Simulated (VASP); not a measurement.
Here is a VASP 6.6.1 calculation.

File INCAR:

```
ALGO = Normal ; EDIFF = 1E-6
ENCUT = 520 ; GGA = PE
ISIF = 2 ; ISMEAR = 0
LASPH = T ; LCHARG = F
LREAL = F ; LWAVE = F
NBANDS = 16 ; NELM = 80
PREC = Accurate ; SIGMA = 0.014
```

Contents of KPOINTS:

```
k-points
0
Gamma
  7 7 7
```

Contents of POSCAR:

```
CdTe
1.0
    0.0000000000      3.2050000000      3.2050000000
    3.2050000000      0.0000000000      3.2050000000
    3.2050000000      3.2050000000      0.0000000000
Te Cd
1 1
Direct
    0.7500000000      0.7500000000      0.7500000000
    0.0000000000      0.0000000000      0.0000000000
```

Potentials or basis: VASP PAW PBE potentials, release 64 (Te, Cd).

Launch:

```console
$ cat potpaw_PBE.64/Te/POTCAR potpaw_PBE.64/Cd/POTCAR > POTCAR
$ mpirun -np 1 vasp_std > vasp.out
```

(1) Estimate the pressure.

(2) Predict the band gap on the k mesh.

Answers

(1) 4.4 GPa.

(2) 0.87 eV, direct.

Caveat: spin-orbit coupling is left out, which moves the levels of the heavy elements.
